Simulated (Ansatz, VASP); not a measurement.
## MgTe in VASP and in Ansatz

```
Mg Te
1.0
     4.57764    0.00000    0.00000
    -2.28882    3.96435    0.00000
     0.00000    0.00000    7.45509
Mg Te
2 2
Direct
  0.33333 0.66667 0.99939
  0.66667 0.33333 0.49939
  0.33333 0.66667 0.37561
  0.66667 0.33333 0.87561
```

Alike in both runs: task single point; functional PBE0; k mesh 6 × 6 × 2; no spin polarisation.

|  | VASP | Ansatz |
| --- | --- | --- |
| version | VASP 6.6.1 | Ansatz 0.2.0 |
| potentials or method | VASP PAW PBE potentials, release 64 (Mg, Te) | plane waves, PAW |
| plane-wave cutoff (eV) | 520 | 420 |
| occupations | gaussian, width 0.01 eV | fixed |
| valence electrons in the cell | 16 | 52 |

VASP gave:

```
gap on the k mesh at the Fermi level (eV) : 3.86
pressure (GPa)                            : -0.3
```

Problem. Estimate Ansatz's values.

Solution. gap on the k mesh at the Fermi level (eV): 3.96; pressure (GPa): -0.1.

VASP's potentials hold 16 valence electrons a cell and Ansatz's 52, so a difference there can come from the potentials and not from the codes. Ansatz's warnings: stress exchange threshold loose, stress scf threshold loose.

The k mesh is coarse, so the values compare programs but aren't converged. Spin-orbit coupling is off throughout.
